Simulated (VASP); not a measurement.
# MgSi: single point with PBEsol

Crystal: MgSi.

```
Mg Si
1.0
     2.90839    0.00000    0.00000
     0.00000    2.90839    0.00000
     0.00000    0.00000    4.10343
Mg Si
1 1
Direct
  0.00000 0.00000 0.00000
  0.50000 0.50000 0.50000
```

* Program: VASP 6.6.1
* Task: single point
* Functional: PBEsol
* Potentials or basis: VASP PAW PBE potentials, release 64 (Mg, Si)
* Cutoff: 520 eV
* k mesh: 10 × 10 × 7
* Occupations: fermi-dirac, width 0.1 eV
* Spin: no spin polarisation
* Dipole correction: no
* Further INCAR settings: ALGO = Normal; EDIFF = 1e-06; NBANDS = 10

- Pressure: -1.5 GPa
- Band gap on the k mesh: zero (band 3 reaches 10.87 eV, above the bottom of band 4 at 4.67 eV)

Stress tensor (GPa, compression positive):
```
-0.70  0.00  0.00
 0.00 -0.70  0.00
 0.00  0.00 -3.11
```

Levels at points of the mesh, in eV from the Fermi level:
```csv
k point,band 1,band 2,band 3,band 4,band 5,band 6,band 7
"(0.00, 0.00, 0.00)",-11.23,-2.80,-0.95,4.37,4.37,5.44,8.36
"(0.50, 0.00, 0.00)",-7.87,-5.86,-0.09,2.53,2.92,4.15,6.55
"(0.50, 0.50, 0.00)",-4.36,-3.06,-3.06,0.41,2.78,5.58,5.58
```

Wall time 14 s on 1 thread of Intel(R) Xeon(R) 6975P-C (Granite Rapids), with other jobs on the host, peak memory 0.16 GiB.

Caveat: the PAW data sets were made with another functional, which shifts forces and pressure a little.
